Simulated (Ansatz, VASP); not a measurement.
## One calculation of Ge, two programs

```xyz
2
Lattice="0.0000 2.4301 2.4301 2.4301 0.0000 2.4301 2.4301 2.4301 0.0000" Properties=species:S:1:pos:R:3 pbc="T T T"
Ge   -0.6075   -0.6075   -0.6075
Ge    0.6075    0.6075    0.6075
```

Change from the starting cell: volume scaled by 0.6, crystal datasets.

Alike in both runs: task single point; functional PBE; k mesh 11 × 11 × 11; occupations fermi-dirac, width 0.08 eV; no spin polarisation.

|  | VASP | Ansatz |
| --- | --- | --- |
| version | VASP 6.6.1 | Ansatz 0.2.0 |
| potentials or method | VASP PAW PBE potentials, release 64 (Ge_d), cutoff 520 eV | all-electron PAW with datasets made for the crystal, scalar-relativistic |

```csv
,VASP,Ansatz,Ansatz less VASP
pressure (GPa),97.7,97.5,-0.21
```

Both programs put the cell under a high pressure, so it lies far from rest at this level. Ansatz ran all-electron here, and VASP with PAW potentials.

Noted on VASP's run: the cell as given lies far from equilibrium.
